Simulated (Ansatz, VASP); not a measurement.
## CdO in VASP and in Ansatz

INCAR

```
  PREC = Accurate
  ENCUT = 600
  EDIFF = 1E-6
  ISMEAR = -1
  SIGMA = 0.02
  LREAL = False
  LASPH = True
  NELM = 120
  ALGO = Normal
  ISIF = 2
  LWAVE = False
  LCHARG = False
  GGA = PE
  NBANDS = 16
  GGA_COMPAT = False
```

File KPOINTS:

```
regular mesh
0
Gamma
  10 10 10
```

File POSCAR:

```
CdO
1.0
    0.0000000000      2.3530013813      2.3530013813
    2.3530013813      0.0000000000      2.3530013813
    2.3530013813      2.3530013813      0.0000000000
Cd O
1 1
Direct
    0.0000000000      0.0000000000      0.0000000000
    0.5000000000      0.5000000000      0.5000000000
```

Input for Ansatz:

```yaml
crystal:
  lattice:
    - [0.0, 2.3530013813, 2.3530013813]
    - [2.3530013813, 0.0, 2.3530013813]
    - [2.3530013813, 2.3530013813, 0.0]
  atoms:
    - { symbol: Cd, position: [0.0, 0.0, 0.0] }
    - { symbol: O, position: [0.5, 0.5, 0.5] }
kpoints:
  mp_grid: { grid: [10, 10, 10] }
  band_path:
    path:
      - [0.0, 0.0, 0.0]
      - [0.5, 0.0, 0.5]
      - [0.625, 0.25, 0.625]
      - [0.375, 0.375, 0.75]
      - [0.5, 0.5, 0.5]
      - [0.5, 0.25, 0.75]
    npoints: 1
hamiltonian:
  xc: pbe
scf:
  occupations: { method: fermi_dirac, width: 0.02 }
  n_extra_bands: 4
output:
  forces: true
  stress: true
  eigenvalues: true
```

Alike in both runs: task single point; functional PBE; k mesh 10 × 10 × 10; occupations fermi-dirac, width 0.02 eV; no spin polarisation.

```csv
,VASP,Ansatz
version,VASP 6.6.1,Ansatz 0.2.0
potentials or method,"VASP PAW PBE potentials, release 64 (Cd, O)","plane waves, PAW"
plane-wave cutoff (eV),600,420
valence electrons in the cell,18,26
```

```tsv
	VASP	Ansatz	Ansatz less VASP
pressure (GPa)	6.6	5.4	-1.24
```

With one functional, cell and mesh, what is left measures potentials, basis and numerics. VASP's potentials hold 18 valence electrons a cell and Ansatz's 26, so a difference there can come from the potentials and not from the codes.
